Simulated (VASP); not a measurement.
# MgO (P-3m1) in VASP: further runs

Runs on MgO. Level: PBEsol. Tasks: single point.

Everything below comes from runs of VASP 6.6.1. Logs are shortened: lines on timing, memory, paths and dates and some standing lists are left out, and cuts for length are marked.

### 1 The cell of the first run

Symmetry: P-3m1, No. 164, trigonal system. Conventional cell: a = 2.956 Å, b = 2.956 Å, c = 20.112 Å, α = 90.00°, β = 90.00°, γ = 120.00°. Within 2.8 Å of Mg (site symmetry 3m) lie 6 O at 2.14 Å. Within 2.8 Å of Mg (site symmetry 3m) lie 6 O at 2.10 Å. Mg (site symmetry 3m) has 6 O at 2.14 Å within 2.8 Å. Mg (site symmetry 3m) has 6 O at 2.10 Å within 2.8 Å. O (site symmetry -3m) has 6 Mg at 2.14 Å and 2 O at 2.59 Å within 2.8 Å. Within 2.8 Å of O (site symmetry 3m) lie 6 Mg at 2.10 to 2.14 Å and 1 O at 2.59 Å. O (site symmetry 3m) has 6 Mg at 2.10 to 2.14 Å and 1 O at 2.59 Å within 2.8 Å. O (site symmetry 3m) has 6 Mg at 2.10 to 2.14 Å and 1 O at 2.59 Å within 2.8 Å.

### 2 Single point, PBEsol

File INCAR:

```
ALGO     = Normal         # electronic algorithm
EDIFF    = 1E-6           # SCF threshold, eV
ENCUT    = 520            # plane-wave cutoff, eV
GGA      = PS             # functional
ISIF     = 2              # what is computed and relaxed
ISMEAR   = 0              # smearing method
LASPH    = True           # aspherical terms in the spheres
LCHARG   = False          # write CHGCAR
LREAL    = Auto         
LWAVE    = False          # write WAVECAR
NBANDS   = 46             # bands
NELM     = 80             # most SCF steps
PREC     = Accurate       # precision mode
SIGMA    = 0.02           # smearing width, eV
```

File KPOINTS:

```
k-points
0
Gamma
  12 12 2
```

File POSCAR:

```
MgO
1.0
    2.9559189001      0.0000000000      0.0000000000
   -1.4779594500      2.5599008590      0.0000000000
    0.0000000000      0.0000000000     20.1116695433
Mg O
8 8
Direct
    0.0000000000      0.0000000000     -0.0018984237
    0.3333333333      0.6666666667      0.1268984237
    0.0000000000      0.0000000000      0.2519347410
    0.6666666667      0.3333333333      0.3768886756
    0.0000000000      0.0000000000      0.5018566321
    0.3333333333      0.6666666667      0.6231433679
    0.6666666667      0.3333333333      0.7481113244
    0.3333333333      0.6666666667      0.8730652590
    0.6666666667      0.3333333333      0.0625000000
    0.6666666667      0.3333333333      0.1914634355
    0.3333333333      0.6666666667      0.3124275665
    0.3333333333      0.6666666667      0.4413636181
    0.6666666667      0.3333333333      0.5625000000
    0.0000000000      0.0000000000      0.6836363819
    0.0000000000      0.0000000000      0.8125724335
    0.6666666667      0.3333333333      0.9335365645
```

Potentials or basis: VASP PAW PBE potentials, release 64 (Mg, O).

The run is started by

```
$ cat potpaw_PBE.64/Mg/POTCAR potpaw_PBE.64/O/POTCAR > POTCAR
$ mpirun -np 1 vasp_std > vasp.out
```

OUTCAR:

```text
EDIFF = 1E-6
   ENCUT = 520
   GGA = PS
   ISIF = 2
   ISMEAR = 0
   LASPH = True
   LREAL = Auto
   NELM = 80
   PREC = Accurate

 ion  position               nearest neighbor table
   1  0.000  0.000  0.998-   9 2.14   9 2.14   9 2.14  16 2.14  16 2.14  16 2.14   8 3.04   8 3.04
                             8 3.04   2 3.10   2 3.10   2 3.10
   2  0.333  0.667  0.127-   9 2.14   9 2.14   9 2.14  10 2.14  10 2.14  10 2.14   3 3.04   3 3.04
                             3 3.04   1 3.10   1 3.10   1 3.10
   3  0.000  0.000  0.252-  10 2.10  10 2.10  10 2.10  11 2.10  11 2.10  11 2.10   4 3.04   4 3.04
                             4 3.04   2 3.04   2 3.04   2 3.04
   4  0.667  0.333  0.377-  11 2.14  11 2.14  11 2.14  12 2.14  12 2.14  12 2.14   3 3.04   3 3.04
                             3 3.04   5 3.04   5 3.04   5 3.04
   5  0.000  0.000  0.502-  12 2.10  12 2.10  12 2.10  13 2.10  13 2.10  13 2.10   6 2.98   6 2.98
                             6 2.98   4 3.04   4 3.04   4 3.04
   6  0.333  0.667  0.623-  14 2.10  14 2.10  14 2.10  13 2.10  13 2.10  13 2.10   5 2.98   5 2.98
                             5 2.98   7 3.04   7 3.04   7 3.04
   7  0.667  0.333  0.748-  15 2.14  15 2.14  15 2.14  14 2.14  14 2.14  14 2.14   8 3.04   8 3.04
                             8 3.04   6 3.04   6 3.04   6 3.04
   8  0.333  0.667  0.873-  16 2.10  16 2.10  16 2.10  15 2.10  15 2.10  15 2.10   7 3.04   7 3.04
                             7 3.04   1 3.04   1 3.04   1 3.04
   9  0.667  0.333  0.062-   1 2.14   2 2.14   2 2.14   1 2.14   1 2.14   2 2.14
  10  0.667  0.333  0.191-   3 2.10   3 2.10   3 2.10   2 2.14   2 2.14   2 2.14
  11  0.333  0.667  0.312-   3 2.10   3 2.10   3 2.10   4 2.14   4 2.14   4 2.14
  12  0.333  0.667  0.441-   5 2.10   5 2.10   5 2.10   4 2.14   4 2.14   4 2.14
  13  0.667  0.333  0.562-   5 2.10   6 2.10   6 2.10   5 2.10   5 2.10   6 2.10
  14  0.000  0.000  0.684-   6 2.10   6 2.10   6 2.10   7 2.14   7 2.14   7 2.14
  15  0.000  0.000  0.813-   8 2.10   8 2.10   8 2.10   7 2.14   7 2.14   7 2.14
  16  0.667  0.333  0.934-   8 2.10   8 2.10   8 2.10   1 2.14   1 2.14   1 2.14

  LATTYP: Found a hexagonal cell.
 ALAT       =     2.9559189001
 C/A-ratio  =     6.8038637808

  Lattice vectors:

 A1 = (   2.9559189001,   0.0000000000,   0.0000000000)
 A2 = (  -1.4779594500,   2.5599008590,   0.0000000000)
 A3 = (   0.0000000000,   0.0000000000,  20.1116695433)

Analysis of symmetry for initial positions (statically):
=====================================================================
 Subroutine PRICEL returns:
 Original cell was already a primitive cell.

 Routine SETGRP: Setting up the symmetry group for a
 hexagonal supercell.

 Subroutine GETGRP returns: Found 12 space group operations
 (whereof  6 operations were pure point group operations)
 out of a pool of 24 trial point group operations.

The static configuration has the point symmetry C_3v.
 The point group associated with its full space group is D_3d.

Analysis of symmetry for dynamics (positions and initial velocities):
=====================================================================
 Subroutine PRICEL returns:
 Original cell was already a primitive cell.

 Routine SETGRP: Setting up the symmetry group for a
 hexagonal supercell.

 Subroutine GETGRP returns: Found 12 space group operations
 (whereof  6 operations were pure point group operations)
 out of a pool of 24 trial point group operations.

The dynamic configuration has the point symmetry C_3v.
 The point group associated with its full space group is D_3d.

 Subroutine INISYM returns: Found 12 space group operations
 (whereof  6 operations are pure point group operations),
 and found     1 'primitive' translations

----------------------------------------------------------------------------------------

                                     Primitive cell

  volume of cell :     152.1822

  direct lattice vectors                    reciprocal lattice vectors
     2.955918900  0.000000000  0.000000000     0.338304275  0.195320064  0.000000000
    -1.477959450  2.559900859  0.000000000     0.000000000  0.390640128  0.000000000
     0.000000000  0.000000000 20.111669543     0.000000000  0.000000000  0.049722376

  length of vectors
     2.955918900  2.955918900 20.111669543     0.390640128  0.390640128  0.049722376

  position of ions in fractional coordinates (direct lattice)
     0.000000000  0.000000000  0.998101576
     0.333333333  0.666666667  0.126898424
     0.000000000  0.000000000  0.251934741
     0.666666667  0.333333333  0.376888676
     0.000000000  0.000000000  0.501856632
     0.333333333  0.666666667  0.623143368
[... 8 lines left out ...]
     0.000000000  0.000000000  0.812572434
     0.666666667  0.333333333  0.933536565

  ion indices of the primitive-cell ions
   primitive index   ion index
                 1           1
                 2           2
                 3           3
                 4           4
                 5           5
                 6           6
[... 8 lines left out ...]
                15          15
                16          16

----------------------------------------------------------------------------------------

 KPOINTS: k-points

Automatic generation of k-mesh.
 Grid dimensions read from file:
 generate k-points for:   12   12    2

 Generating k-lattice:

  Cartesian coordinates                     Fractional coordinates (reciprocal lattice)
     0.028192023  0.016276672  0.000000000     0.083333333  0.000000000  0.000000000
     0.000000000  0.032553344  0.000000000     0.000000000  0.083333333  0.000000000
     0.000000000  0.000000000  0.024861188     0.000000000  0.000000000  0.500000000

  Length of vectors
     0.032553344  0.032553344  0.024861188

  Shift w.r.t. Gamma in fractional coordinates (k-lattice)
     0.000000000  0.000000000  0.000000000

 Subroutine IBZKPT returns following result:
 ===========================================

 Found     38 irreducible k-points:

 Following reciprocal coordinates:
            Coordinates               Weight
  0.000000  0.000000  0.000000      1.000000
  0.083333 -0.000000  0.000000      6.000000
  0.166667 -0.000000  0.000000      6.000000
  0.250000  0.000000  0.000000      6.000000
  0.333333 -0.000000  0.000000      6.000000
  0.416667 -0.000000  0.000000      6.000000
[... 16 lines left out ...]
  0.250000  0.000000  0.500000      6.000000
  0.333333 -0.000000  0.500000      6.000000
 [... further k-points ...]
   k-points           NKPTS =     38   k-points in BZ     NKDIM =     38   number of bands    NBANDS=     46
   number of dos      NEDOS =    301   number of ions     NIONS =     16
   total plane-waves  NPLWV =  86400
   dimension x,y,z NGX =    24 NGY =   24 NGZ =  150
   dimension x,y,z NGXF=    48 NGYF=   48 NGZF=  300
   ions per type =               8   8
   NGX,Y,Z   is equivalent  to a cutoff of  13.50, 13.50, 12.40 a.u.
   NGXF,Y,Z  is equivalent  to a cutoff of  27.00, 27.00, 24.80 a.u.
 SYSTEM =  unknown system
   PREC   = accura    normal or accurate (medium, high low for compatibility)
   ISTART =      0    job   : 0-new  1-cont  2-samecut
   ICHARG =      2    charge: 1-file 2-atom 10-const
   ISPIN  =      1    spin polarized calculation?
   LNONCOLLINEAR =      F non collinear calculations
   LSORBIT =      F    spin-orbit coupling
   LASPH  =      T    aspherical Exc in radial PAW
   ENCUT  =  520.0 eV  38.22 Ry    6.18 a.u.   5.50  5.50 37.39*2*pi/ulx,y,z
   NELM   =     80;   NELMIN=  2; NELMDL= -5     # of ELM steps
   EDIFF  = 0.1E-05   stopping-criterion for ELM
   LREAL  =      T    real-space projection
   EDIFFG = 0.1E-04   stopping-criterion for IOM
   NSW    =      0    number of steps for IOM
[... 5 lines left out ...]
   TEBEG  =    0.0;   TEEND  =   0.0 temperature during run
   PSTRESS=    0.0 pullay stress
   NELECT =      64.0000    total number of electrons
   NUPDOWN=      -1.0000    fix difference up-down
   EMIN   =  10.00;   EMAX   =-10.00  energy-range for DOS
   EFERMI =   0.00;   METHOD = LEGACY
   ISMEAR =     0;   SIGMA  =   0.02  broadening in eV -4-tet -1-fermi 0-gaus
   EFERMI_NEDOS =   21; number of points for ismear=-14 and -15
   IALGO  =     38    algorithm
   IMIX   =      4    mixing-type and parameters
     AMIX     =   0.40;   BMIX     =  1.00
     AMIX_MAG =   1.60;   BMIX_MAG =  1.00
  volume/ion in A,a.u.               =       9.51        64.19
  Fermi-wavevector in a.u.,A,eV,Ry     =   1.226536  2.317817 20.468469  1.504390
  Thomas-Fermi vector in A             =   2.361533
   LORBIT       =      0    0 simple, 1 ext, 2 COOP (PROOUT), +10 PAW based schemes
   GGA     = PS    functional components
   LHFCALC =     F    Hartree Fock is set to
   AEXX    =    0.0000 exact exchange contribution
   IVDW    =     0    specifies the selected vdW correction
   LEPSILON=     F    determine dielectric tensor
   LRPA    =     F    only Hartree local field effects (RPA)
 non-spin polarized calculation
 Gauss-broadening in eV      SIGMA  =   0.02
  energy-cutoff  :      520.00
  volume of cell :      152.18
 maximum number of plane-waves:      4203
 NGX is ok and might be reduce to    24

 number of electron      63.9999996 magnetization

 Free energy of the ion-electron system (eV)
  ---------------------------------------------------
  ext. energy  EPLUGINS =         0.00000000
  ---------------------------------------------------
  free energy    TOTEN  =       -98.17376969 eV

  energy without entropy =      -98.17376969  energy(sigma->0) =      -98.17376969

 E-fermi :   3.4005     XC(G=0): -11.2142

 val. band max:        3.2291988821   @ k =   0.0833   0.0833   0.0000
 cond. band min:       6.9274849774   @ k =   0.0000   0.0000   0.0000
 fundamental gap:      3.6982860953
 Fermi energy:         3.4005185268

 k-point     1 :       0.0000    0.0000    0.0000
  band No.  band energies     occupation
      1     -14.1406      2.00000
      2     -13.9783      2.00000
      3     -13.9757      2.00000
      4     -13.5528      2.00000
      5     -13.5527      2.00000
      6     -13.0677      2.00000
[... 36 lines left out ...]
     43      14.5331      0.00000
     44      15.6385      0.00000
[... 1040 lines left out ...]
      4     -13.0135      2.00000
      5     -12.7767      2.00000
      6     -12.6944      2.00000
[... 36 lines left out ...]
     43      13.6648      0.00000
     44      14.2480      0.00000

 [... further k-points ...]

 [bands above 44 left out]

------------------------ aborting loop because EDIFF is reached ----------------------------------------

  FORCE on cell =-STRESS in cart. coord.  units (eV):
  Direction    XX          YY          ZZ          XY          YZ          ZX
  --------------------------------------------------------------------------------------
  -------------------------------------------------------------------------------------
  Total       -0.4567320     -0.4567320     -0.5062025     -0.0000000      0.0000000     -0.0000000
  in kB       -4.8084845     -4.8084845     -5.3293115     -0.0000000      0.0000000     -0.0000000
  external PRESSURE =      -4.9820935 kB  Pullay stress =       0.0000000 kB

 VOLUME and BASIS-vectors are now :
 -----------------------------------------------------------------------------
  energy-cutoff  :      520.00
  volume of cell :      152.18
      direct lattice vectors                 reciprocal lattice vectors
     2.955918900  0.000000000  0.000000000     0.338304275  0.195320064  0.000000000
    -1.477959450  2.559900859  0.000000000     0.000000000  0.390640128  0.000000000
     0.000000000  0.000000000 20.111669543     0.000000000  0.000000000  0.049722376

 POSITION                                       TOTAL-FORCE (eV/Angst)
 -----------------------------------------------------------------------------------
      0.00000      0.00000     20.07349        -0.000000      0.000000     -0.001116
     -0.00000      1.70660      2.55214         0.000000     -0.000000      0.001116
      0.00000      0.00000      5.06683        -0.000000      0.000000      0.001020
      1.47796      0.85330      7.57986         0.000000     -0.000000     -0.001134
      0.00000      0.00000     10.09317        -0.000000      0.000000      0.000000
     -0.00000      1.70660     12.53245        -0.000000      0.000000     -0.000000
[... 8 lines left out ...]
      0.00000      0.00000     16.34219         0.000000     -0.000000     -0.002287
      1.47796      0.85330     18.77498         0.000000      0.000000      0.004494
 -----------------------------------------------------------------------------------
    total drift:                               -0.000000      0.000000      0.000041

  FREE ENERGIE OF THE ION-ELECTRON SYSTEM (eV)
  ---------------------------------------------------
  free  energy   TOTEN  =       -98.1737696921 eV

  energy  without entropy=      -98.1737696921  energy(sigma->0) =      -98.17376969
```

It took 5.2 min on 1 thread of AMD EPYC 9R45 (Zen 5), shared host; peak memory 0.33 GiB.

Results:

| Quantity | Value |
| --- | --- |
| Free energy | -98.1738 eV |
| Pressure | -0.5 GPa |
| Largest force | 0.004 eV/Å |
| Band gap on the k mesh | 3.70 eV, indirect (least direct gap 3.74 eV) |

Forces in eV/Å, atoms in the order of the input:
```
Mg   0.000  0.000 -0.001
Mg   0.000  0.000  0.001
Mg   0.000  0.000  0.001
Mg   0.000  0.000 -0.001
Mg   0.000  0.000  0.000
Mg   0.000  0.000  0.000
Mg   0.000  0.000  0.001
Mg   0.000  0.000 -0.001
O    0.000  0.000  0.000
O    0.000  0.000 -0.004
O    0.000  0.000  0.002
O    0.000  0.000 -0.002
O    0.000  0.000  0.000
O    0.000  0.000  0.002
O    0.000  0.000 -0.002
O    0.000  0.000  0.004
```

Levels at points of the mesh, in eV from the valence-band top:
```csv
k point,band 30,band 31,band 32,band 33,band 34,band 35
"(0.00, 0.00, 0.00)",-0.06,-0.06,-0.04,3.70,4.58,4.61
"(0.50, 0.00, 0.00)",-0.77,-0.61,-0.24,5.79,6.38,6.56
"(0.00, 0.00, 0.50)",-0.10,-0.08,-0.08,3.81,4.19,5.00
"(0.50, 0.00, 0.50)",-0.79,-0.53,-0.27,5.79,6.35,6.58
```

Caveat: the PAW data sets were made with another functional, which shifts forces and pressure a little. PBEsol gaps usually lie below the measured ones, often by a third to a half.

### 3 Single point, PBEsol

This run uses another cell than the first one: it holds 14 atoms, not 16.

File INCAR:

```
SYSTEM = MgO
PREC = Accurate
ENCUT = 520
EDIFF = 1E-7
ISMEAR = 0
SIGMA = 0.02
LREAL = .False.
LASPH = .True.
NELM = 80
ALGO = Normal
ISIF = 2
LWAVE = .False.
LCHARG = .False.
GGA = PS
NBANDS = 41
```

File KPOINTS:

```
Automatic mesh
0
Gamma
  12 12 2
  0 0 0
```

File POSCAR:

```
MgO
1.0
    2.9524830567      0.0000000000      0.0000000000
   -1.4762415283      2.5569253313      0.0000000000
    0.0000000000      0.0000000000     17.6822789115
Mg O
7 7
Direct
    0.0000000000      0.0000000000     -0.0024279367
    0.3333333333      0.6666666667      0.1398316070
    0.0000000000      0.0000000000      0.2863312856
    0.3333333333      0.6666666667      0.4285714286
    0.6666666667      0.3333333333      0.5708115715
    0.3333333333      0.6666666667      0.7173112501
    0.6666666667      0.3333333333      0.8595707939
    0.6666666667      0.3333333333      0.0663915371
    0.6666666667      0.3333333333      0.2130806747
    0.6666666667      0.3333333333      0.3597581631
    0.0000000000      0.0000000000      0.4973846941
    0.0000000000      0.0000000000      0.6440621824
    0.0000000000      0.0000000000      0.7907513201
    0.3333333333      0.6666666667      0.9285714286
```

Potentials or basis: VASP PAW PBE potentials, release 64 (Mg, O).

The run is started by

```
$ cat potpaw_PBE.64/Mg/POTCAR potpaw_PBE.64/O/POTCAR > POTCAR
$ mpirun -np 1 vasp_std > vasp.out
```

Wall time 2.5 min (1 thread of AMD EPYC 9R45 (Zen 5), shared host); peak memory 0.32 GiB.

Results (log left out):

```
Free energy            : -85.6466 eV
Pressure               : -0.5 GPa
Largest force          : 0.004 eV/Å
Band gap on the k mesh : 3.63 eV, indirect (least direct gap 3.66 eV)
```

Forces on the atoms (eV/Å):
```
Mg   0.000  0.000  0.000
Mg   0.000  0.000  0.001
Mg   0.000  0.000 -0.001
Mg   0.000  0.000  0.000
Mg   0.000  0.000  0.001
Mg   0.000  0.000 -0.001
Mg   0.000  0.000  0.000
O    0.000  0.000  0.004
O    0.000  0.000  0.000
O    0.000  0.000 -0.004
O    0.000  0.000  0.004
O    0.000  0.000  0.000
O    0.000  0.000 -0.004
O    0.000  0.000  0.000
```

Levels at points of the mesh, in eV from the valence-band top:
| k point | band 24 | band 25 | band 26 | band 27 | band 28 | band 29 | band 30 | band 31 | band 32 | band 33 |
| --- | --- | --- | --- | --- | --- | --- | --- | --- | --- | --- |
| (0.00, 0.00, 0.00) | -0.17 | -0.17 | -0.06 | -0.06 | -0.03 | 3.63 | 4.37 | 5.18 | 6.27 | 6.74 |
| (0.50, 0.00, 0.00) | -1.03 | -0.82 | -0.79 | -0.28 | -0.28 | 5.80 | 5.82 | 7.56 | 7.60 | 8.88 |
| (0.00, 0.00, 0.50) | -0.32 | -0.10 | -0.10 | -0.08 | -0.08 | 3.84 | 4.04 | 5.66 | 5.71 | 7.08 |
| (0.50, 0.00, 0.50) | -0.93 | -0.88 | -0.77 | -0.45 | -0.15 | 5.71 | 5.92 | 7.40 | 7.77 | 8.84 |

Caveat: the PAW data sets were made with another functional, which shifts forces and pressure a little. A k mesh can miss the band edges.
